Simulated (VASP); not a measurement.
# Ba (Im-3m) in VASP: further runs

Ba is run at these levels: PBE; tasks: single point.

Program: VASP 6.6.1. These are calculated values, not measurements. Logs are shortened: lines on timing, memory, paths and dates and some standing lists are left out, and cuts for length are marked.

## (1) The cell of the first run

Symmetry: Im-3m, No. 229, cubic system. Conventional cell: a = 5.025 Å, b = 5.025 Å, c = 5.025 Å, α = 90.00°, β = 90.00°, γ = 90.00°. Ba (site symmetry m-3m) has 14 Ba at 4.35 to 5.02 Å within 5.7 Å.

## (2) Single point, PBE

INCAR reads:

```
PREC = Accurate ; ENCUT = 520
EDIFF = 1E-7 ; ISMEAR = 1
SIGMA = 0.2 ; LREAL = False
LASPH = True ; NELM = 60
ALGO = Normal ; ISIF = 2
LWAVE = False ; LCHARG = False
GGA = PE ; NBANDS = 11
```

KPOINTS reads:

```
Automatic mesh
0
Gamma
  9 9 9
```

POSCAR reads:

```
Ba
1.0
   -2.5124914082      2.5124914082      2.5124914082
    2.5124914082     -2.5124914082      2.5124914082
    2.5124914082      2.5124914082     -2.5124914082
Ba
1
Direct
    0.0000000000      0.0000000000      0.0000000000
```

Potentials or basis: VASP PAW PBE potentials, release 64 (Ba_sv).

Started as:

```sh
> cat potpaw_PBE.64/Ba_sv/POTCAR > POTCAR
> mpirun -np 1 vasp_std > vasp.out
```

OUTCAR:

```text
PREC = Accurate
   ENCUT = 520
   EDIFF = 1E-7
   ISMEAR = 1
   LREAL = False
   LASPH = True
   NELM = 60
   ISIF = 2
   GGA = PE

 ion  position               nearest neighbor table
   1  0.000  0.000  0.000-

  LATTYP: Found a body centered cubic cell.
 ALAT       =     5.0249828164

  Lattice vectors:

 A1 = (  -2.5124914082,   2.5124914082,   2.5124914082)
 A2 = (   2.5124914082,  -2.5124914082,   2.5124914082)
 A3 = (   2.5124914082,   2.5124914082,  -2.5124914082)

Analysis of symmetry for initial positions (statically):
=====================================================================
 Subroutine PRICEL returns:
 Original cell was already a primitive cell.

 Routine SETGRP: Setting up the symmetry group for a
 body centered cubic supercell.

 Subroutine GETGRP returns: Found 48 space group operations
 (whereof 48 operations were pure point group operations)
 out of a pool of 48 trial point group operations.

The static configuration has the point symmetry O_h .

Analysis of symmetry for dynamics (positions and initial velocities):
=====================================================================
 Subroutine PRICEL returns:
 Original cell was already a primitive cell.

 Routine SETGRP: Setting up the symmetry group for a
 body centered cubic supercell.

 Subroutine GETGRP returns: Found 48 space group operations
 (whereof 48 operations were pure point group operations)
 out of a pool of 48 trial point group operations.

The dynamic configuration has the point symmetry O_h .

 Subroutine INISYM returns: Found 48 space group operations
 (whereof 48 operations are pure point group operations),
 and found     1 'primitive' translations

----------------------------------------------------------------------------------------

                                     Primitive cell

  volume of cell :      63.4415

  direct lattice vectors                    reciprocal lattice vectors
    -2.512491408  2.512491408  2.512491408     0.000000000  0.199005656  0.199005656
     2.512491408 -2.512491408  2.512491408     0.199005656  0.000000000  0.199005656
     2.512491408  2.512491408 -2.512491408     0.199005656  0.199005656  0.000000000

  length of vectors
     4.351762773  4.351762773  4.351762773     0.281436497  0.281436497  0.281436497

  position of ions in fractional coordinates (direct lattice)
     0.000000000  0.000000000  0.000000000

  ion indices of the primitive-cell ions
   primitive index   ion index
                 1           1

----------------------------------------------------------------------------------------

 KPOINTS: Automatic mesh

Automatic generation of k-mesh.
 Grid dimensions read from file:
 generate k-points for:    9    9    9

 Generating k-lattice:

  Cartesian coordinates                     Fractional coordinates (reciprocal lattice)
     0.000000000  0.022111740  0.022111740     0.111111111  0.000000000  0.000000000
     0.022111740  0.000000000  0.022111740     0.000000000  0.111111111  0.000000000
     0.022111740  0.022111740  0.000000000     0.000000000  0.000000000  0.111111111

  Length of vectors
     0.031270722  0.031270722  0.031270722

  Shift w.r.t. Gamma in fractional coordinates (k-lattice)
     0.000000000  0.000000000  0.000000000

 Subroutine IBZKPT returns following result:
 ===========================================

 Found     35 irreducible k-points:

 Following reciprocal coordinates:
            Coordinates               Weight
  0.000000  0.000000  0.000000      1.000000
  0.111111  0.000000  0.000000     12.000000
  0.222222  0.000000  0.000000     12.000000
  0.333333  0.000000  0.000000     12.000000
  0.444444  0.000000  0.000000     12.000000
  0.111111  0.111111  0.000000     24.000000
[... 16 lines left out ...]
 -0.333333  0.444444  0.111111     48.000000
 -0.444444 -0.444444  0.111111     24.000000
 [... further k-points ...]
   k-points           NKPTS =     35   k-points in BZ     NKDIM =     35   number of bands    NBANDS=     11
   number of dos      NEDOS =    301   number of ions     NIONS =      1
   total plane-waves  NPLWV =  32768
   dimension x,y,z NGX =    32 NGY =   32 NGZ =   32
   dimension x,y,z NGXF=    64 NGYF=   64 NGZF=   64
   ions per type =               1
   NGX,Y,Z   is equivalent  to a cutoff of  12.22, 12.22, 12.22 a.u.
   NGXF,Y,Z  is equivalent  to a cutoff of  24.45, 24.45, 24.45 a.u.
 SYSTEM =  unknown system
   PREC   = accura    normal or accurate (medium, high low for compatibility)
   ISTART =      0    job   : 0-new  1-cont  2-samecut
   ICHARG =      2    charge: 1-file 2-atom 10-const
   ISPIN  =      1    spin polarized calculation?
   LNONCOLLINEAR =      F non collinear calculations
   LSORBIT =      F    spin-orbit coupling
   LASPH  =      T    aspherical Exc in radial PAW
   ENCUT  =  520.0 eV  38.22 Ry    6.18 a.u.   8.09  8.09  8.09*2*pi/ulx,y,z
   NELM   =     60;   NELMIN=  2; NELMDL= -5     # of ELM steps
   EDIFF  = 0.1E-06   stopping-criterion for ELM
   LREAL  =      F    real-space projection
   EDIFFG = 0.1E-05   stopping-criterion for IOM
   NSW    =      0    number of steps for IOM
   IBRION =     -1    ionic relax: 0-MD 1-quasi-New 2-CG
   NFREE  =      0    steps in history (QN), initial steepest desc. (CG)
   ISIF   =      2    stress and relaxation
   ISYM   =      2    0-nonsym 1-usesym 2-fastsym
   POTIM  = 0.5000    time-step for ionic-motion
   TEBEG  =    0.0;   TEEND  =   0.0 temperature during run
   PSTRESS=    0.0 pullay stress
   NELECT =      10.0000    total number of electrons
   NUPDOWN=      -1.0000    fix difference up-down
   EMIN   =  10.00;   EMAX   =-10.00  energy-range for DOS
   EFERMI =   0.00;   METHOD = LEGACY
   ISMEAR =     1;   SIGMA  =   0.20  broadening in eV -4-tet -1-fermi 0-gaus
   EFERMI_NEDOS =   21; number of points for ismear=-14 and -15
   IALGO  =     38    algorithm
   IMIX   =      4    mixing-type and parameters
     AMIX     =   0.40;   BMIX     =  1.00
     AMIX_MAG =   1.60;   BMIX_MAG =  1.00
  volume/ion in A,a.u.               =      63.44       428.12
  Fermi-wavevector in a.u.,A,eV,Ry     =   0.884335  1.671151 10.640419  0.782049
  Thomas-Fermi vector in A             =   2.005222
   LORBIT       =      0    0 simple, 1 ext, 2 COOP (PROOUT), +10 PAW based schemes
   GGA     = PE    functional components
   LHFCALC =     F    Hartree Fock is set to
   AEXX    =    0.0000 exact exchange contribution
   IVDW    =     0    specifies the selected vdW correction
   LEPSILON=     F    determine dielectric tensor
   LRPA    =     F    only Hartree local field effects (RPA)
 non-spin polarized calculation
 Methfessel and Paxton  Order N= 1 SIGMA  =   0.20
  energy-cutoff  :      520.00
  volume of cell :       63.44
 maximum number of plane-waves:      1730
   NGX = 17   NGY = 17   NGZ = 17

 number of electron      10.0000000 magnetization

 Free energy of the ion-electron system (eV)
  ---------------------------------------------------
  ext. energy  EPLUGINS =         0.00000000
  ---------------------------------------------------
  free energy    TOTEN  =        -1.90720637 eV

  energy without entropy =       -1.90836792  energy(sigma->0) =       -1.90759355

 E-fermi :   1.6247     XC(G=0):  -7.3870

 val. band max:        1.5195072573   @ k =  -0.4444  -0.4444   0.2222
 cond. band min:       1.6698861425   @ k =  -0.3333   0.3333   0.3333
 fundamental gap:      0.1503788852
 Fermi energy:         1.6247261173

 k-point     1 :       0.0000    0.0000    0.0000
  band No.  band energies     occupation
      1     -27.2745      2.00000
      2     -12.2277      2.00000
      3     -12.2277      2.00000
      4     -12.2277      2.00000
      5      -1.1240      2.00000
      6       3.4455     -0.00000
      7       3.4455     -0.00000
      8       3.4455     -0.00000
      9       4.8372     -0.00000
     10       4.8372     -0.00000
     11       8.5378      0.00000

 k-point     2 :       0.1111    0.0000    0.0000
  band No.  band energies     occupation
      1     -27.2697      2.00000
      2     -12.2839      2.00000
      3     -12.2451      2.00000
      4     -12.2281      2.00000
      5      -0.8974      2.00000
      6       3.2648     -0.00000
      7       3.3317     -0.00000
      8       3.6782     -0.00000
      9       4.5868     -0.00000
     10       4.8259     -0.00000
     11       8.7841      0.00000

 k-point     3 :       0.2222    0.0000    0.0000
  band No.  band energies     occupation
      1     -27.2573      2.00000
      2     -12.4216      2.00000
      3     -12.2885      2.00000
      4     -12.2289      2.00000
      5      -0.2995      2.00000
      6       2.8845     -0.00000
      7       2.8942     -0.00000
      8       4.3553     -0.00000
      9       4.5458     -0.00000
     10       4.8652     -0.00000
     11       8.9739      0.00000

 k-point     4 :       0.3333    0.0000    0.0000
  band No.  band energies     occupation
      1     -27.2431      2.00000
      2     -12.5708      2.00000
      3     -12.3370      2.00000
      4     -12.2300      2.00000
      5       0.3819      2.00000
      6       2.5363     -0.00000
      7       2.5821     -0.00000
      8       4.7719     -0.00000
      9       5.0503     -0.00000
     10       5.4018     -0.00000
     11       8.1667      0.00000
[... 239 lines left out ...]
 k-point    22 :      -0.4444    0.4444    0.1111
  band No.  band energies     occupation
      1     -27.2301      2.00000
      2     -12.6494      2.00000
      3     -12.3882      2.00000
      4     -12.2690      2.00000
      5       0.9139      2.00001
      6       2.4865     -0.00000
      7       2.5668     -0.00000
      8       4.1948     -0.00000
      9       5.5281     -0.00000
     10       6.4781      0.00000
     11       7.9495      0.00000

 k-point    23 :      -0.3333    0.4444    0.1111
  band No.  band energies     occupation
      1     -27.2293      2.00000
      2     -12.5974      2.00000
      3     -12.4176      2.00000
      4     -12.2997      2.00000
      5       1.1057      2.00150
      6       2.1241     -0.00235
      7       2.7770     -0.00000
      8       4.1019     -0.00000
      9       5.2010     -0.00000
     10       6.1779      0.00000
     11       8.0276      0.00000

 k-point    24 :      -0.4444   -0.4444    0.1111
  band No.  band energies     occupation
      1     -27.2250      2.00000
      2     -12.6309      2.00000
      3     -12.4408      2.00000
      4     -12.2994      2.00000
      5       1.2660      2.02934
      6       2.2334     -0.00015
      7       2.5690     -0.00000
      8       4.0757     -0.00000
      9       5.5698     -0.00000
     10       7.0151      0.00000
     11       7.3983      0.00000

 [... further k-points ...]

------------------------ aborting loop because EDIFF is reached ----------------------------------------

  FORCE on cell =-STRESS in cart. coord.  units (eV):
  Direction    XX          YY          ZZ          XY          YZ          ZX
  --------------------------------------------------------------------------------------
  -------------------------------------------------------------------------------------
  Total        0.0136520      0.0136520      0.0136520     -0.0000000      0.0000000     -0.0000000
  in kB        0.3447741      0.3447741      0.3447741     -0.0000000      0.0000000     -0.0000000
  external PRESSURE =       0.3447741 kB  Pullay stress =       0.0000000 kB

 VOLUME and BASIS-vectors are now :
 -----------------------------------------------------------------------------
  energy-cutoff  :      520.00
  volume of cell :       63.44
      direct lattice vectors                 reciprocal lattice vectors
    -2.512491408  2.512491408  2.512491408     0.000000000  0.199005656  0.199005656
     2.512491408 -2.512491408  2.512491408     0.199005656  0.000000000  0.199005656
     2.512491408  2.512491408 -2.512491408     0.199005656  0.199005656  0.000000000

 POSITION                                       TOTAL-FORCE (eV/Angst)
 -----------------------------------------------------------------------------------
      0.00000      0.00000      0.00000         0.000000     -0.000000      0.000000
 -----------------------------------------------------------------------------------
    total drift:                                0.000000      0.000000     -0.000000

  FREE ENERGIE OF THE ION-ELECTRON SYSTEM (eV)
  ---------------------------------------------------
  free  energy   TOTEN  =        -1.9072063689 eV

  energy  without entropy=       -1.9083679185  energy(sigma->0) =       -1.90759355
```

It took 18 s on 1 thread of AMD EPYC 7R13, shared host; peak memory 0.15 GiB.

Results:

```yaml
Free_energy: -1.9072 eV
Pressure: 0.0 GPa
Band_gap_on_the_k_mesh: zero (bands 5 and 6 overlap by 0.91 eV)
```

Levels at points of the mesh, in eV from the Fermi level:
```csv
k point,band 1,band 2,band 3,band 4,band 5,band 6,band 7,band 8,band 9,band 10
"(0.00, 0.00, 0.00)",-28.90,-13.85,-13.85,-13.85,-2.75,1.82,1.82,1.82,3.21,3.21
```

Caveat: spin-orbit coupling is left out, which moves the levels of the heavy elements.

## (3) Single point, PBE

INCAR reads:

```
ALGO = Normal
EDIFF = 1E-6
ENCUT = 520
GGA = PE
ISIF = 2
ISMEAR = 1
LASPH = T
LCHARG = F
LREAL = F
LWAVE = F
NBANDS = 11
NELM = 60
PREC = Accurate
SIGMA = 0.3
```

KPOINTS reads:

```
k-points
0
Gamma
  9 9 9
```

POSCAR is that of step 2.

Potentials or basis: VASP PAW PBE potentials, release 64 (Ba_sv).

Started as:

```sh
> cat potpaw_PBE.64/Ba_sv/POTCAR > POTCAR
> mpirun -np 1 vasp_std > vasp.out
```

Wall time 20 s (1 thread of AMD EPYC 7R13, shared host); peak memory 0.15 GiB.

Results (log left out):

```
Free energy            : -1.9059 eV
Pressure               : 0.0 GPa
Band gap on the k mesh : zero (bands 5 and 6 overlap by 0.91 eV)
```

Levels at points of the mesh, in eV from the Fermi level:
```
           k point  band 1  band 2  band 3  band 4  band 5  band 6  band 7  band 8  band 9  band 10
(0.00, 0.00, 0.00)  -28.91  -13.86  -13.86  -13.86   -2.75    1.81    1.81    1.81    3.21     3.21
```

Caveat: so wide a smearing shifts energies and pressures; spin-orbit coupling is left out, which moves the levels of the heavy elements.

The gap in the log of VASP goes by the Fermi energy; the results here count the filled bands.